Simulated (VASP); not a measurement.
# NiO (Fm-3m) in VASP: notebook, part 2 of 3

VASP 6.6.1.

### Step 3. Single point, PBE, collinear spin, ferromagnetic start

This run uses another cell than the first one, of 9.38 Å³/atom, 1.023 times its volume.

INCAR

```
SYSTEM = NiO
PREC = Accurate ; ENCUT = 520
EDIFF = 1E-6 ; ISMEAR = 0
SIGMA = 0.1 ; LREAL = .FALSE.
LASPH = .TRUE. ; NELM = 150
ALGO = Normal ; ISIF = 2
LWAVE = .FALSE. ; LCHARG = .FALSE.
ISPIN = 2 ; MAGMOM = 1.62 0.33
LORBIT = 11 ; LMAXMIX = 4
GGA = PE ; NBANDS = 19
```

KPOINTS

```
regular mesh
0
G
  8 8 8
  0 0 0
```

POSCAR

```
NiO
1.0
    0.0000000000      2.1090432057      2.1090432057
    2.1090432057      0.0000000000      2.1090432057
    2.1090432057      2.1090432057      0.0000000000
Ni O
1 1
Direct
    0.0000000000      0.0000000000      0.0000000000
    0.5000000000      0.5000000000      0.5000000000
```

Potentials or basis: VASP PAW PBE potentials, release 64 (Ni, O).

On the command line:

```bash
cat potpaw_PBE.64/Ni/POTCAR potpaw_PBE.64/O/POTCAR > POTCAR
mpirun -np 1 vasp_std > vasp.out
```

OUTCAR:

```text
SYSTEM = NiO
   PREC = Accurate
   ENCUT = 520
   EDIFF = 1E-6
   ISMEAR = 0
   LREAL = .FALSE.
   LASPH = .TRUE.
   NELM = 150
   ISIF = 2
   ISPIN = 2
   LORBIT = 11
   GGA = PE

 ion  position               nearest neighbor table
   1  0.000  0.000  0.000-   2 2.11   2 2.11   2 2.11   2 2.11   2 2.11   2 2.11
   2  0.500  0.500  0.500-   1 2.11   1 2.11   1 2.11   1 2.11   1 2.11   1 2.11

  LATTYP: Found a face centered cubic cell.
 ALAT       =     4.2180864114

  Lattice vectors:

 A1 = (   0.0000000000,   2.1090432057,   2.1090432057)
 A2 = (   2.1090432057,   0.0000000000,   2.1090432057)
 A3 = (   2.1090432057,   2.1090432057,   0.0000000000)

Analysis of symmetry for initial positions (statically):
=====================================================================
 Subroutine PRICEL returns:
 Original cell was already a primitive cell.

 Routine SETGRP: Setting up the symmetry group for a
 face centered cubic supercell.

 Subroutine GETGRP returns: Found 48 space group operations
 (whereof 48 operations were pure point group operations)
 out of a pool of 48 trial point group operations.

The static configuration has the point symmetry O_h .

Analysis of symmetry for dynamics (positions and initial velocities):
=====================================================================
 Subroutine PRICEL returns:
 Original cell was already a primitive cell.

 Routine SETGRP: Setting up the symmetry group for a
 face centered cubic supercell.

 Subroutine GETGRP returns: Found 48 space group operations
 (whereof 48 operations were pure point group operations)
 out of a pool of 48 trial point group operations.

The dynamic configuration has the point symmetry O_h .

Analysis of structural, dynamic, and magnetic symmetry:
=====================================================================
 Subroutine PRICEL returns:
 Original cell was already a primitive cell.

 Routine SETGRP: Setting up the symmetry group for a
 face centered cubic supercell.

 Subroutine GETGRP returns: Found 48 space group operations
 (whereof 48 operations were pure point group operations)
 out of a pool of 48 trial point group operations.

The overall configuration has the point symmetry O_h .

 Subroutine INISYM returns: Found 48 space group operations
 (whereof 48 operations are pure point group operations),
 and found     1 'primitive' translations

----------------------------------------------------------------------------------------

                                     Primitive cell

  volume of cell :      18.7623

  direct lattice vectors                    reciprocal lattice vectors
     0.000000000  2.109043206  2.109043206    -0.237074328  0.237074328  0.237074328
     2.109043206  0.000000000  2.109043206     0.237074328 -0.237074328  0.237074328
     2.109043206  2.109043206  0.000000000     0.237074328  0.237074328 -0.237074328

  length of vectors
     2.982637505  2.982637505  2.982637505     0.410624781  0.410624781  0.410624781

  position of ions in fractional coordinates (direct lattice)
     0.000000000  0.000000000  0.000000000
     0.500000000  0.500000000  0.500000000

  ion indices of the primitive-cell ions
   primitive index   ion index
                 1           1
                 2           2

[... 67 lines left out ...]
   LSORBIT =      F    spin-orbit coupling
   LASPH  =      T    aspherical Exc in radial PAW
   ENCUT  =  520.0 eV  38.22 Ry    6.18 a.u.   5.55  5.55  5.55*2*pi/ulx,y,z
   NELM   =    150;   NELMIN=  2; NELMDL= -5     # of ELM steps
   EDIFF  = 0.1E-05   stopping-criterion for ELM
   LREAL  =      F    real-space projection
   EDIFFG = 0.1E-04   stopping-criterion for IOM
   NSW    =      0    number of steps for IOM
   IBRION =     -1    ionic relax: 0-MD 1-quasi-New 2-CG
   NFREE  =      0    steps in history (QN), initial steepest desc. (CG)
   ISIF   =      2    stress and relaxation
   ISYM   =      2    0-nonsym 1-usesym 2-fastsym
   POTIM  = 0.5000    time-step for ionic-motion
   TEBEG  =    0.0;   TEEND  =   0.0 temperature during run
   PSTRESS=    0.0 pullay stress
   NELECT =      16.0000    total number of electrons
   NUPDOWN=      -1.0000    fix difference up-down
   EMIN   =  10.00;   EMAX   =-10.00  energy-range for DOS
   EFERMI =   0.00;   METHOD = LEGACY
   ISMEAR =     0;   SIGMA  =   0.10  broadening in eV -4-tet -1-fermi 0-gaus
   EFERMI_NEDOS =   21; number of points for ismear=-14 and -15
   IALGO  =     38    algorithm
   IMIX   =      4    mixing-type and parameters
     AMIX     =   0.40;   BMIX     =  1.00
     AMIX_MAG =   1.60;   BMIX_MAG =  1.00
  volume/ion in A,a.u.               =       9.38        63.31
  Fermi-wavevector in a.u.,A,eV,Ry     =   1.552456  2.933717 32.791676  2.410120
  Thomas-Fermi vector in A             =   2.656829
   LORBIT       =     11    0 simple, 1 ext, 2 COOP (PROOUT), +10 PAW based schemes
   GGA     = PE    functional components
   LHFCALC =     F    Hartree Fock is set to
   AEXX    =    0.0000 exact exchange contribution
   IVDW    =     0    specifies the selected vdW correction
   LEPSILON=     F    determine dielectric tensor
   LRPA    =     F    only Hartree local field effects (RPA)
 spin polarized calculation
 Gauss-broadening in eV      SIGMA  =   0.10
  energy-cutoff  :      520.00
  volume of cell :       18.76
 maximum number of plane-waves:       531
 NGX is ok and might be reduce to    24
   NGX = 11   NGY = 11   NGZ = 11

 number of electron      16.0000015 magnetization       1.8383419

 Free energy of the ion-electron system (eV)
  ---------------------------------------------------
  ext. energy  EPLUGINS =         0.00000000
  ---------------------------------------------------
  free energy    TOTEN  =       -11.48343410 eV

  energy without entropy =      -11.48015240  energy(sigma->0) =      -11.48179325

 E-fermi :   7.4779     XC(G=0): -12.5062

 val. band max:        7.3896475294   @ k =   0.3750   0.0000   0.0000
 cond. band min:       7.5182631479   @ k =  -0.2500   0.2500   0.0000
 fundamental gap:      0.1286156185
 Fermi energy:         7.4778695047

 spin component 1

 k-point     1 :       0.0000    0.0000    0.0000
  band No.  band energies     occupation
      1     -12.6109      1.00000
      2       4.2949      1.00000
      3       4.2950      1.00000
      4       4.6090      1.00000
      5       4.6090      1.00000
      6       4.6090      1.00000
[... 517 lines left out ...]
     18      37.5266      0.00000
     19      38.2513      0.00000

 [... further k-points ...]

 spin component 2

 k-point     1 :       0.0000    0.0000    0.0000
  band No.  band energies     occupation
      1     -12.1361      1.00000
      2       5.1562      1.00000
      3       5.1562      1.00000
      4       5.1562      1.00000
      5       5.6789      1.00000
      6       5.6792      1.00000
[... 517 lines left out ...]
     18      37.9840      0.00000
     19      38.7332      0.00000

 [... further k-points ...]

------------------------ aborting loop because EDIFF is reached ----------------------------------------

  FORCE on cell =-STRESS in cart. coord.  units (eV):
  Direction    XX          YY          ZZ          XY          YZ          ZX
  --------------------------------------------------------------------------------------
  -------------------------------------------------------------------------------------
  Total       -0.0049821     -0.0049821     -0.0049821      0.0000000      0.0000000     -0.0000000
  in kB       -0.4254418     -0.4254418     -0.4254418      0.0000000      0.0000000     -0.0000000
  external PRESSURE =      -0.4254418 kB  Pullay stress =       0.0000000 kB

 VOLUME and BASIS-vectors are now :
 -----------------------------------------------------------------------------
  energy-cutoff  :      520.00
  volume of cell :       18.76
      direct lattice vectors                 reciprocal lattice vectors
     0.000000000  2.109043206  2.109043206    -0.237074328  0.237074328  0.237074328
     2.109043206  0.000000000  2.109043206     0.237074328 -0.237074328  0.237074328
     2.109043206  2.109043206  0.000000000     0.237074328  0.237074328 -0.237074328

 POSITION                                       TOTAL-FORCE (eV/Angst)
 -----------------------------------------------------------------------------------
      0.00000      0.00000      0.00000         0.000000      0.000000     -0.000000
      2.10904      2.10904      2.10904        -0.000000     -0.000000      0.000000
 -----------------------------------------------------------------------------------
    total drift:                                0.000000     -0.000000     -0.000000

  FREE ENERGIE OF THE ION-ELECTRON SYSTEM (eV)
  ---------------------------------------------------
  free  energy   TOTEN  =       -11.4834341010 eV

  energy  without entropy=      -11.4801524035  energy(sigma->0) =      -11.48179325

 total charge

# of ion       s       p       d       tot
------------------------------------------
    1        0.324   0.383   8.220   8.927
    2        1.556   3.412   0.000   4.968
--------------------------------------------------
tot          1.880   3.796   8.220  13.895

 magnetization (x)

# of ion       s       p       d       tot
------------------------------------------
    1        0.011   0.015   1.475   1.500
    2        0.028   0.263   0.000   0.290
--------------------------------------------------
tot          0.038   0.278   1.475   1.791
```

Wall time 20 s (1 thread of Intel Xeon Platinum 8259CL at 2.50GHz (Skylake/Cascade Lake), shared host); peak memory 0.15 GiB.

Results:

```yaml
Free_energy: -11.4834 eV
Pressure: 0.0 GPa
Net_moment: 1.84 μB per cell
Site_moments: Ni +1.50; O +0.29 μB
Valence_electrons_inside_the_program's_atomic_spheres: Ni 8.93; O 4.97
```

Caveat: a cell with one magnetic atom can't hold antiferromagnetic order, which such compounds often take; semilocal functionals often make such compounds metallic where correlation or magnetic order opens a gap, which also shifts bond lengths. With open d or f shells a metallic result of PBE can be an artefact of self-interaction; +U or a hybrid may open a gap.

(Continued in part 3 of 3.)
